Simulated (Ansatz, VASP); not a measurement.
## Al in VASP and in Ansatz

The input INCAR:

```
SYSTEM = Al
PREC = Accurate
ENCUT = 520
EDIFF = 1E-6
ISMEAR = 0
SIGMA = 0.15
LREAL = .FALSE.
LASPH = .TRUE.
NELM = 60
ALGO = Normal
ISIF = 2
LWAVE = .FALSE.
LCHARG = .FALSE.
GGA = PS
IVDW = 12
NBANDS = 14
```

KPOINTS

```
Automatic mesh
0
G
  18 18 6
  0 0 0
```

POSCAR

```
Al
1.0
    2.8384528175      0.0000000000      0.0000000000
   -1.4192264087      2.4581722474      0.0000000000
    0.0000000000      0.0000000000      8.9496417336
Al
4
Direct
    0.0000000000      0.0000000000      0.0000000000
    0.3333333333      0.6666666667      0.2500000000
    0.0000000000      0.0000000000      0.5000000000
    0.6666666667      0.3333333333      0.7500000000
```

Input for Ansatz:

```yaml
crystal:
  lattice:
    - [2.8384528175, 0.0, 0.0]
    - [-1.4192264087, 2.4581722474, 0.0]
    - [0.0, 0.0, 8.9496417336]
  atoms:
    - { symbol: Al, position: [0.0, 0.0, 0.0] }
    - { symbol: Al, position: [0.3333333333, 0.6666666667, 0.25] }
    - { symbol: Al, position: [0.0, 0.0, 0.5] }
    - { symbol: Al, position: [0.6666666667, 0.3333333333, 0.75] }
basis:
  ecutwfc: 420
kpoints:
  mp_grid: { grid: [18, 18, 6] }
hamiltonian:
  xc: pbesol
  pseudopotentials: { kind: paw, azcp: { folder: soft_1 } }
  dispersion: d3bj
scf:
  occupations: { method: gaussian, width: 0.15 }
output:
  forces: true
  stress: true
  eigenvalues: true
```

Alike in both runs: task single point; functional PBEsol; dispersion D3(BJ); k mesh 18 × 18 × 6; occupations gaussian, width 0.15 eV; no spin polarisation.

|  | VASP | Ansatz |
| --- | --- | --- |
| version | VASP 6.6.1 | Ansatz 0.2.0 |
| potentials or method | VASP PAW PBE potentials, release 64 (Al), cutoff 520 eV | scalar-relativistic, plane waves, PAW |
| valence electrons in the cell | 12 | 12 |

```csv
,VASP,Ansatz,Ansatz less VASP
gap on the k mesh at the Fermi level (eV),none,none,-
pressure (GPa),0.2,0.1,-0.10
"traceless stress, the component that is largest in VASP (GPa)",2.61,2.59,-0.018
```

VASP's potentials were made for PBE, not for PBEsol, and Ansatz warns of the same on its side. A gap of «none» marks a metal or a gap that the smearing closes.
